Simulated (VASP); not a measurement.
Runs of VASP 6.6.1 on TaN. The structure is that of space group P-6m2 (No. 187), or close to it. The cells are those of the table. 

| cell | gap on the mesh (eV) | pressure (GPa) |
| --- | --- | --- |
| a = 2.989, b = 2.989, c = 2.933 Å, angles 90.0, 90.0, 120.0°, 2 atoms | none | -20.1 |
| a = 2.912, b = 2.912, c = 2.857 Å, angles 90.0, 90.0, 120.0°, 2 atoms | none | 5.9 |
| a = 2.964, b = 2.964, c = 2.908 Å, angles 90.0, 90.0, 120.0°, 2 atoms | none | (b) |
| a = 2.857, b = 2.857, c = 2.804 Å, angles 90.0, 90.0, 120.0°, 2 atoms | none | 30.6 |
| a = 3.014, b = 3.014, c = 2.958 Å, angles 90.0, 90.0, 120.0°, 2 atoms | none | (a) |

Alike in all rows: task single point; level PBEsol; potentials or basis VASP PAW PBE potentials, release 64 (Ta_pv, N); no spin polarisation; k mesh 11 × 11 × 10; cutoff (eV) 520; smearing fermi-dirac 0.1 eV.

**Question.** Estimate the missing entries.

**Answer.** (a) -26.6; (b) -12.7.

Caveats: the PAW data sets were made with another functional, which shifts forces and pressure a little; spin-orbit coupling is left out, which moves the levels of the heavy elements.

A k mesh can miss the band edges, and the runs leave out spin-orbit coupling on Ta.

A gap of «none» marks levels without a gap at the run's occupations.
